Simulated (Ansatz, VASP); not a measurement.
**Y in VASP and in Ansatz**

File INCAR:

```
  PREC = Accurate
  ENCUT = 520
  EDIFF = 1E-6
  ISMEAR = -1
  SIGMA = 0.1
  LREAL = False
  LASPH = True
  NELM = 100
  ALGO = Normal
  ISIF = 2
  LWAVE = False
  LCHARG = True
  GGA = PS
  LELF = True
  LVHAR = True
  NBANDS = 18
```

KPOINTS

```
Automatic mesh
0
Gamma
  9 9 9
```

Contents of POSCAR:

```
Y
1.0
    0.0000000000      3.3662865262      3.3662865262
    3.3662865262      0.0000000000      3.3662865262
    3.3662865262      3.3662865262      0.0000000000
Y
2
Direct
    0.1250000000      0.1250000000      0.1250000000
    0.8750000000      0.8750000000      0.8750000000
```

Input for Ansatz:

```yaml
crystal:
  lattice:
    - [0.0, 3.3662865262, 3.3662865262]
    - [3.3662865262, 0.0, 3.3662865262]
    - [3.3662865262, 3.3662865262, 0.0]
  atoms:
    - { symbol: "Y", position: [0.125, 0.125, 0.125] }
    - { symbol: "Y", position: [0.875, 0.875, 0.875] }
hamiltonian:
  xc: pbesol
  pseudopotentials:
    kind: paw
    azcp:
      "Y": "pseudopotentials/Y.paw.azcp"
basis:
  ecutwfc: 420
  fft_grid_basis: typed
kpoints:
  mp_grid: { grid: [9, 9, 9], shift: [0, 0, 0] }
magnetization:
  spin_polarized: false
scf:
  occupations: { method: fermi_dirac, width: 0.1 }
  lower_state_search: "off"
output:
  stress: true
```

Alike in both runs: task single point; functional PBEsol; k mesh 9 × 9 × 9; occupations fermi-dirac, width 0.1 eV; no spin polarisation.

```csv
,VASP,Ansatz
version,VASP 6.6.1,Ansatz 0.2.0
potentials or method,"VASP PAW PBE potentials, release 64 (Y_sv), cutoff 520 eV","plane waves (420 eV) with PAW, scalar-relativistic"
valence electrons in the cell,22,22
```

```tsv
	VASP	Ansatz	Ansatz less VASP
pressure (GPa)	0.6	0.6	-0.04
```

VASP's potentials were made for PBE, not for PBEsol, and Ansatz warns of the same on its side.
